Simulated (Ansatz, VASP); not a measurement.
One calculation of PbSe, two programs

The input INCAR:

```
SYSTEM = PbSe
PREC     = Accurate       ! precision mode
ENCUT    = 520            ! plane-wave cutoff, eV
EDIFF    = 1E-7           ! SCF threshold, eV
ISMEAR   = 0              ! smearing method
SIGMA    = 0.01           ! smearing width, eV
LREAL    = .FALSE.        ! projectors in reciprocal space
LASPH    = .TRUE.         ! aspherical terms in the spheres
NELM     = 80             ! most SCF steps
ALGO     = Normal         ! electronic algorithm
ISIF     = 2              ! what is computed and relaxed
LWAVE    = .FALSE.        ! write WAVECAR
LCHARG   = .TRUE.         ! write CHGCAR
GGA      = PS             ! functional
LELF     = .TRUE.         ! ELF
LVHAR    = .TRUE.       
NBANDS   = 28             ! bands
```

KPOINTS

```
regular mesh
0
G
  6 6 2
  0 0 0
```

The input POSCAR:

```
PbSe
1.0
    4.4148899600      0.0000000000      0.0000000000
   -0.0103110200      4.4148779200      0.0000000000
   -2.2022894700     -2.2074389600     12.0007990000
Pb Se
2 2
Direct
    0.8001900000      0.8145460000      0.6176240000
    0.1926960000      0.1931600000      0.3815570000
    0.3001050000      0.3157340000      0.6220350000
    0.6768540000      0.7126680000      0.3768060000
```

Input for Ansatz:

```yaml
crystal:
  lattice:
    - [4.41488996, 0.0, 0.0]
    - [-0.01031102, 4.41487792, 0.0]
    - [-2.20228947, -2.20743896, 12.000799]
  atoms:
    - { symbol: Pb, position: [0.8001899999999998, 0.814546, 0.617624] }
    - { symbol: Pb, position: [0.192696, 0.19316, 0.3815569999999999] }
    - { symbol: Se, position: [0.300105, 0.315734, 0.622035] }
    - { symbol: Se, position: [0.676854, 0.712668, 0.376806] }
basis:
  ecutwfc: 420.0
kpoints:
  mp_grid:
    grid: [6, 6, 2]
  band_path:
    path:
      - [-0.5, 0.0, 0.0]
      - [0.0, 0.0, 0.0]
      - [0.0, 0.0, -0.5]
    npoints: 10
hamiltonian:
  xc: pbesol
scf:
  n_extra_bands: 8
  occupations:
    method: fixed
```

Alike in both runs: task single point; functional PBEsol; k mesh 6 × 6 × 2; no spin polarisation.

|  | VASP | Ansatz |
| --- | --- | --- |
| version | VASP 6.6.1 | Ansatz 0.2.0 |
| potentials or method | VASP PAW PBE potentials, release 64 (Pb_d, Se), cutoff 520 eV | plane waves, PAW |
| occupations | gaussian, width 0.01 eV | fixed |
| valence electrons in the cell | 40 | 60 |

|  | VASP | Ansatz | Ansatz less VASP |
| --- | --- | --- | --- |
| gap on the k mesh at the Fermi level (eV) | 1.51 | 1.51 | -0.001 |

VASP's potentials were made for PBE, not for PBEsol. VASP's potentials hold 40 valence electrons a cell and Ansatz's 60, so a difference there can come from the potentials and not from the codes.

Spin-orbit coupling is off throughout.
